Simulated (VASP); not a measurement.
Input of a VASP 6.6.1 run:

File INCAR:

```
ALGO = Normal
EDIFF = 1E-6
ENCUT = 520
GGA = CA
GGA_COMPAT = False
ISIF = 2
ISMEAR = -1
LASPH = True
LCHARG = True
LORBIT = 11
LORBMOM = True
LREAL = False
LSORBIT = True
LVHAR = True
LWAVE = False
MAGMOM = 0 0 0 0 0 0
NBANDS = 39
NELM = 150
PREC = Accurate
SIGMA = 0.05
```

File KPOINTS:

```
k-points
0
Gamma
  6 6 6
```

POSCAR

```
GaGe
1.0
    0.0000000000      2.8978440000      2.8978440000
    2.8978440000      0.0000000000      2.8978440000
    2.8978440000      2.8978440000      0.0000000000
Ge Ga
1 1
Direct
    0.0000000000      0.0000000000      0.0000000000
    0.2500000000      0.2500000000      0.2500000000
```

Potentials or basis: VASP PAW LDA potentials, release 64 (Ge_d, Ga_d).

Command:

```console
$ cat potpaw_LDA.64/Ge_d/POTCAR potpaw_LDA.64/Ga_d/POTCAR > POTCAR
$ mpirun -np 1 vasp_ncl > vasp.out
```

What does it give for the pressure?

-4.1 GPa.

Predict the net moment.

0.00 μB per cell.

Moments on the atoms (μB; x, y, z):
```
Ge  0.00 0.00 0.00
Ga  0.00 0.00 0.00
```
